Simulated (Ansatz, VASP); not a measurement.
**One calculation of Al2Au, two programs**

File INCAR:

```
  ALGO = Fast
  EDIFF = 1E-6
  EDIFFG = -0.01
  ENCUT = 600
  GGA = PS
  IBRION = 2
  ISIF = 3
  ISMEAR = 0
  LASPH = T
  LCHARG = F
  LREAL = F
  LWAVE = F
  NELM = 60
  NSW = 80
  PREC = Accurate
  SIGMA = 0.1
```

File KPOINTS:

```
k-points
0
Gamma
  10 10 10
```

File POSCAR:

```
Al2Au
1.0
   -3.1062432665      3.1062432665      2.6734509506
    3.1062432665     -3.1062432665      2.6734509506
    3.1062432665      3.1062432665     -2.6734509506
Al Au
4 2
Direct
    0.1499631863      0.6499631863      0.7999263727
    0.6499631863      0.8500368137      0.5000000000
    0.8500368137      0.3500368137      0.2000736273
    0.3500368137      0.1499631863      0.5000000000
    0.7500000000      0.7500000000      0.0000000000
    0.2500000000      0.2500000000      0.0000000000
```

Input for Ansatz:

```yaml
crystal:
  lattice:
    - [-3.1062432665, 3.1062432665, 2.6734509506]
    - [3.1062432665, -3.1062432665, 2.6734509506]
    - [3.1062432665, 3.1062432665, -2.6734509506]
  atoms:
    - { symbol: Al, position: [0.1499631863, 0.6499631863, 0.7999263727] }
    - { symbol: Al, position: [0.6499631863, 0.8500368137, 0.5] }
    - { symbol: Al, position: [0.8500368137, 0.3500368137, 0.2000736273] }
    - { symbol: Al, position: [0.3500368137, 0.1499631863, 0.5] }
    - { symbol: Au, position: [0.75, 0.75, 0.0] }
    - { symbol: Au, position: [0.25, 0.25, 0.0] }
basis:
  ecutwfc: 420
kpoints:
  mp_grid: { grid: [10, 10, 10] }
hamiltonian:
  xc: pbesol
scf:
  occupations: { method: gaussian, width: 0.1 }
output:
  forces: true
  stress: true
  eigenvalues: true
relax:
  adjacent_minimum: "off"
  f_tol: 0.01
  max_steps: 60
  cell: { stress_tol: 0.1 }
```

Alike in both runs: task relaxation of cell and atoms; functional PBEsol; k mesh 10 × 10 × 10; occupations gaussian, width 0.1 eV; no spin polarisation.

|  | VASP | Ansatz |
| --- | --- | --- |
| version | VASP 6.6.1 | Ansatz 0.2.0 |
| potentials or method | VASP PAW PBE potentials, release 64 (Al, Au), cutoff 600 eV | scalar-relativistic, plane waves, PAW |
| valence electrons in the cell | 34 | 50 |

```tsv
	VASP	Ansatz	Ansatz less VASP
gap on the k mesh at the Fermi level, each at its own relaxed structure (eV)	none	none	-
relaxed volume (Å³/atom)	17.17	17.20	+0.025
relaxed cell length with the largest relative difference (Å)	5.140	5.142	+0.0023
```

VASP's potentials were made for PBE, not for PBEsol. A gap of «none» marks a metal or a gap that the smearing closes. VASP's potentials hold 34 valence electrons a cell and Ansatz's 50, so a difference there can come from the potentials and not from the codes.

Neither program's run includes spin-orbit coupling.
